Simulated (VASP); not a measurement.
Write the native input for VASP 6.6.1 that does the following.

```
Task                   : single point
Functional             : LDA
Potentials or basis    : VASP PAW LDA potentials, release 64 (Al)
Cutoff                 : 500 eV
k mesh                 : 8 × 8 × 8
Occupations            : gaussian, width 0.1 eV
Spin                   : no spin polarisation
Dipole correction      : no
Further INCAR settings : ALGO = Normal; EDIFF = 1e-06; NBANDS = 8
```

The structure of Al lies in POSCAR:

```
Al
1.0
    0.0000000000      2.0100000000      2.0100000000
    2.0100000000      0.0000000000      2.0100000000
    2.0100000000      2.0100000000      0.0000000000
Al
1
Direct
    0.0000000000      0.0000000000      0.0000000000
```

These files were run (other wordings do the same):

INCAR

```
SYSTEM = Al
PREC = Accurate
ENCUT = 500
EDIFF = 1E-6
ISMEAR = 0
SIGMA = 0.1
LREAL = .False.
LASPH = .True.
NELM = 120
ALGO = Normal
ISIF = 2
LWAVE = .False.
LCHARG = .False.
GGA = CA
NBANDS = 8
GGA_COMPAT = .False.
```

KPOINTS

```
regular mesh
0
Gamma
  8 8 8
  0 0 0
```

Potentials or basis: VASP PAW LDA potentials, release 64 (Al).

The run is started by

```bash
$ cat potpaw_LDA.64/Al/POTCAR > POTCAR
$ mpirun -np 1 vasp_std > vasp.out
```

Results of the run:

```
Pressure : -2.0 GPa
```

Run time: 4.4 s on 1 thread of Intel Xeon 8259CL, on a shared host, peak memory 0.12 GiB.
